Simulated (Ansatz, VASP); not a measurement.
Cd2S: VASP beside Ansatz

```
Cd S
1.0
    -3.42978    3.42978    3.76507
     3.42978   -3.42978    3.76507
     3.42978    3.42978   -3.76507
Cd S
4 2
Direct
  0.00000 0.30723 0.30723
  0.00000 0.69277 0.69277
  0.30723 0.00000 0.30723
  0.69277 0.00000 0.69277
  0.77063 0.77063 0.00000
  0.22937 0.22937 0.00000
```

Alike in both runs: functional PBE; k mesh 8 × 8 × 8; occupations gaussian, width 0.02 eV; no spin polarisation.

Ansatz relaxed the structure, and its values are those at the end. VASP's run is a single point on that final structure, the one shown.

|  | VASP | Ansatz |
| --- | --- | --- |
| version | VASP 6.6.1 | Ansatz 0.2.0 |
| potentials or method | VASP PAW PBE potentials, release 64 (Cd, S), cutoff 520 eV | scalar-relativistic, plane waves, PAW |
| valence electrons in the cell | 60 | 92 |

Ansatz gave:

```
gap on the k mesh at the Fermi level (eV) : 0.52
least direct gap on the mesh (eV)         : 0.52
pressure (GPa)                            : 0.0
rms of the force components (eV/Å)        : 0.001
```

Problem. Estimate VASP's values.

Solution. gap on the k mesh at the Fermi level (eV): 0.52; least direct gap on the mesh (eV): 0.52; pressure (GPa): 0.2; rms of the force components (eV/Å): 0.018.

The functional is the same, so the differences come from potentials, cutoffs and numerics. VASP's potentials hold 60 valence electrons a cell and Ansatz's 92, so a difference there can come from the potentials and not from the codes.
